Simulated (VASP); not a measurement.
Crystal: GeBr.

```xyz
2
Lattice="0.0000 2.9691 2.9691 2.9691 0.0000 2.9691 2.9691 2.9691 0.0000" Properties=species:S:1:pos:R:3 pbc="T T T"
Ge    2.9691    2.9691    2.9691
Br    0.0000    0.0000    0.0000
```

* Program: VASP 6.6.1
* Task: relaxation of cell and atoms
* Functional: PBE
* Potentials or basis: VASP PAW PBE potentials, release 64 (Ge_d, Br)
* Cutoff: 600 eV
* k mesh: 16 × 16 × 16
* Occupations: gaussian, width 0.1 eV
* Spin: no spin polarisation

At the start: pressure 2.1 GPa; volume 26.17 Å³/atom.

Where does the relaxation end?

Over 6 steps the energy falls by 9.5 meV/atom and the volume is 27.71 Å³/atom (+5.9 %); space group Fm-3m (No. 225, to 0.05 Å).

Step by step:
```tsv
step	energy change (eV)	largest force (eV/Å)	pressure (GPa)	volume (Å³)
1	0.0000	0.0000	2.11	52.35
2	-0.0187	0.0000	0.21	55.01
3	-0.0190	0.0000	0.11	55.33
4	-0.0183	0.0000	-0.37	55.99
5	-0.0190	0.0000	-0.07	55.48
6	-0.0190	0.0000	-0.05	55.42
```

Final structure:
```
CELL_PARAMETERS angstrom
0.00000 3.02608 3.02608
3.02608 0.00000 3.02608
3.02608 3.02608 0.00000
ATOMIC_POSITIONS crystal
Ge 0.50000 0.50000 0.50000
Br 0.00000 0.00000 0.00000
```

Caveat: an odd number of electrons without spin polarisation forces a metal; a magnetic or distorted state may lie lower.
